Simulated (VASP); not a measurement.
A run of VASP 6.6.1 is set up as follows.

The input INCAR:

```
PREC     = Accurate       # precision mode
ENCUT    = 520            # plane-wave cutoff, eV
EDIFF    = 1E-6           # SCF threshold, eV
ISMEAR   = 1              # smearing method
SIGMA    = 0.1            # smearing width, eV
LREAL    = F              # projectors in reciprocal space
LASPH    = T              # aspherical terms in the spheres
NELM     = 150            # most SCF steps
ALGO     = Normal         # electronic algorithm
ISIF     = 2              # what is computed and relaxed
LWAVE    = F              # write WAVECAR
LCHARG   = F              # write CHGCAR
ISPIN    = 2              # spin polarisation
MAGMOM   = 0.607          # initial moments
LORBIT   = 11             # projections on sites
LMAXMIX  = 4              # l up to which the mixer works
NBANDS   = 15             # bands
```

KPOINTS

```
regular mesh
0
Gamma
  16 16 16
```

The input POSCAR:

```
Ni
1.0
    0.0000000000      1.7124646296      1.7124646296
    1.7124646296      0.0000000000      1.7124646296
    1.7124646296      1.7124646296      0.0000000000
Ni
1
Direct
    0.0000000000      0.0000000000      0.0000000000
```

Potentials or basis: VASP PAW LDA potentials, release 64 (Ni).

Run with:

```sh
$ cat potpaw_LDA.64/Ni/POTCAR > POTCAR
$ mpirun -np 1 vasp_std > vasp.out
```

Problem. Predict the pressure.

Solution. -0.7 GPa.

Problem. Estimate the site moments.

Solution. Ni +0.57 μB.

Problem. Predict the net moment.

Solution. 0.57 μB per cell.
